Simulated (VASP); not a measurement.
A run of VASP 6.6.1:

Contents of POSCAR:

```
Ni
1.0
    0.0000000000      1.7330608651      1.7330608651
    1.7330608651      0.0000000000      1.7330608651
    1.7330608651      1.7330608651      0.0000000000
Ni
1
Direct
    0.0000000000      0.0000000000      0.0000000000
```

INCAR.step1

```
  PREC = Accurate
  ENCUT = 520
  ISMEAR = 0
  SIGMA = 0.6
  LREAL = False
  LASPH = True
  NELM = 80
  NBANDS = 11
  GGA = PE
  ALGO = Normal
  EDIFF = 1E-4
  LWAVE = True
  LCHARG = False
```

The input INCAR.step2:

```
  PREC = Accurate
  ENCUT = 520
  EDIFF = 1E-6
  ISMEAR = 0
  SIGMA = 0.6
  LREAL = False
  LASPH = True
  NELM = 80
  ALGO = Normal
  ISIF = 2
  LWAVE = False
  LCHARG = False
  METAGGA = R2SCAN
  LMIXTAU = True
  NBANDS = 11
  ISTART = 1
```

File KPOINTS:

```
regular mesh
0
Gamma
  15 15 15
```

Potentials or basis: VASP PAW PBE potentials, release 64 (Ni).

The run is started by

```console
$ cat potpaw_PBE.64/Ni/POTCAR > POTCAR
$ cp INCAR.step1 INCAR
$ mpirun -np 1 vasp_std > vasp.out
$ cp INCAR.step2 INCAR
$ mpirun -np 1 vasp_std > vasp.out
```

Hardware: 1 thread of Intel(R) Xeon(R) 6975P-C (Granite Rapids) (shared host).

Q: Estimate the wall time of this run.

A: It took 32 s on 1 thread of Intel(R) Xeon(R) 6975P-C (Granite Rapids), on a shared host, peak memory 0.13 GiB. Counts: k points 120.
